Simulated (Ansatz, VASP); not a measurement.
# One calculation of GaBiSe4, two programs

```
Ga Bi Se
1.0
     0.00000    4.19137    4.19137
     4.19137    0.00000    4.19137
     4.19137    4.19137    0.00000
Ga Bi Se
1 1 4
Cartesian
  0.0000 0.0000 0.0000
  6.2871 6.2871 6.2871
  3.1229 5.2599 5.2599
  3.1229 3.1229 3.1229
  5.2599 3.1229 5.2599
  5.2599 5.2599 3.1229
```

Change from the starting cell: species swapped into the LaErAl4 type (F-43m, No. 216).

Alike in both runs: functional PBE; k mesh 4 × 4 × 4; occupations gaussian, width 0.1 eV; no spin polarisation.

Ansatz relaxed the structure, and its values are those at the end. VASP's run is a single point on that final structure, the one shown.

|  | VASP | Ansatz |
| --- | --- | --- |
| version | VASP 6.6.1 | Ansatz 0.2.0 |
| potentials or method | VASP PAW PBE potentials, release 64 (Ga_d, Bi_d, Se), cutoff 520 eV | scalar-relativistic, plane waves, PAW |
| valence electrons in the cell | 52 | 92 |

Ansatz gave:

```
gap on the k mesh at the Fermi level (eV) : none
pressure (GPa)                            : -0.1
rms of the force components (eV/Å)        : 0.007
```

Question: What did VASP give for the same quantities?

Answer: gap on the k mesh at the Fermi level (eV): none; pressure (GPa): 0.0; rms of the force components (eV/Å): 0.007.

A gap of «none» marks a metal or a gap that the smearing closes. VASP's potentials hold 52 valence electrons a cell and Ansatz's 92, so a difference there can come from the potentials and not from the codes.

Spin-orbit coupling is off throughout.
